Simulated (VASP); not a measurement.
BN:

```
B N
1.0
     2.31480    0.00000    0.00000
     0.00000    2.31480    0.00000
     0.00000    0.00000    2.31480
B N
1 1
Direct
  0.00000 0.00000 0.00000
  0.50000 0.50000 0.50000
```

Base run:

| Quantity | Value |
| --- | --- |
| Program | VASP 6.6.1 |
| Functional | PBE |
| Potentials or basis | VASP PAW PBE potentials, release 64 (B, N) |
| Cutoff | 600 eV |
| k mesh | 8 × 8 × 8 |
| Occupations | fermi-dirac, width 0.02 eV |
| Spin | no spin polarisation |

Its results: band gap on the k mesh zero (band 4 reaches 9.94 eV, above the bottom of band 5 at 7.18 eV); pressure 1.3 GPa.

Question: The run is repeated on the same cell with these changes: k mesh from 8 × 8 × 8 to 6 × 6 × 6. What comes out?

Answer: Band gap on the k mesh zero (band 4 reaches 9.89 eV, above the bottom of band 5 at 6.92 eV); pressure 0.0 GPa.

Caveats: some runs use coarse meshes.
